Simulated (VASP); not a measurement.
A run of VASP 6.6.1 is set up as follows.

File INCAR:

```
SYSTEM = Na
GGA      = PS             ! functional
ISMEAR   = 1              ! smearing method
SIGMA    = 0.1            ! smearing width, eV
LWAVE    = .False.        ! write WAVECAR
LCHARG   = .False.        ! write CHGCAR
ISIF     = 2              ! what is computed and relaxed
ISYM     = 0            
PREC     = Normal         ! precision mode
LASPH    = .True.         ! aspherical terms in the spheres
LREAL    = Auto         
ALGO     = Normal         ! electronic algorithm
EDIFF    = 1E-6           ! SCF threshold, eV
NELM     = 120            ! most SCF steps
GGA_COMPAT= .False.      
ENCUT    = 300            ! plane-wave cutoff, eV
ROPT     = -0.00025
```

Contents of KPOINTS:

```
k-points
0
Gamma
  2 4 1
```

The input POSCAR:

```
Na
1.0
    8.0972300000      0.0000000000      0.0000000000
    0.0000000000      4.5287480000      0.0000000000
    0.0000000000      0.0000000000     26.0469420000
Na
24
Direct
    0.4791200000      0.7625350000      0.2243170000
    0.4779380000      0.7518540000      0.5565310000
    0.4772420000      0.7470500000      0.8885880000
    0.9822700000      0.7686430000      0.2789310000
    0.9781790000      0.7518670000      0.6107120000
    0.9774700000      0.7423990000      0.9436070000
    0.5224960000      0.2600410000      0.1098160000
    0.5239670000      0.2515420000      0.4441240000
    0.5222640000      0.2564190000      0.7777790000
    0.0207360000      0.2475260000      0.0556780000
    0.0211060000      0.2447470000      0.3896330000
    0.0228000000      0.2581580000      0.7220860000
    0.3429940000      0.7486850000      0.0270110000
    0.3453090000      0.7531720000      0.3609180000
    0.3359510000      0.7498860000      0.6927270000
    0.8452280000      0.7461630000      0.1395680000
    0.8444950000      0.7478870000      0.4706430000
    0.8461330000      0.7558720000      0.8071660000
    0.6501880000      0.2536320000      0.3062160000
    0.6569360000      0.2435540000      0.6402550000
    0.6494770000      0.2443310000      0.9719630000
    0.1531090000      0.2356100000      0.1924350000
    0.1491870000      0.2451530000      0.5257520000
    0.1581040000      0.2507840000      0.8601620000
```

Potentials or basis: VASP PAW PBE potentials, release 64 (Na_pv).

The run is started by

```console
$ cat potpaw_PBE.64/Na_pv/POTCAR > POTCAR
$ mpirun -np 8 vasp_std > vasp.out
```

Estimate the pressure.

-0.1 GPa.

Predict the largest force.

0.113 eV/Å.

Predict the band gap on the k mesh.

zero (bands 84 and 85 overlap by 1.18 eV).

Forces on the atoms (eV/Å):
```
Na  -0.038 -0.041 -0.099
Na  -0.029 -0.022 -0.066
Na  -0.022  0.011 -0.048
Na  -0.033 -0.072  0.036
Na  -0.032 -0.019  0.029
Na  -0.031  0.020  0.062
Na   0.020 -0.030  0.072
Na   0.002 -0.003  0.060
Na   0.014 -0.021  0.020
Na   0.004  0.001 -0.066
Na   0.028  0.039 -0.075
Na  -0.006 -0.021 -0.026
Na  -0.011  0.014 -0.069
Na  -0.013 -0.021 -0.045
Na   0.044  0.014 -0.044
Na  -0.016  0.009  0.073
Na  -0.020 -0.002  0.085
Na  -0.001 -0.005  0.048
Na   0.060  0.027  0.086
Na  -0.018  0.027  0.073
Na   0.040  0.010  0.066
Na   0.024  0.076 -0.055
Na   0.043  0.025 -0.057
Na  -0.010 -0.015 -0.064
```

Caveat: the k points lie up to 0.39 Å⁻¹ apart, too coarse for converged energies and pressures of a metal; the cell differs from its parent crystal (atoms moved at random); the cutoff is under 1.25 times the usual one of these potentials, so pressure, stress and relaxed cells hold a basis-set (Pulay) error; the PAW data sets were made with another functional, which shifts forces and pressure a little.
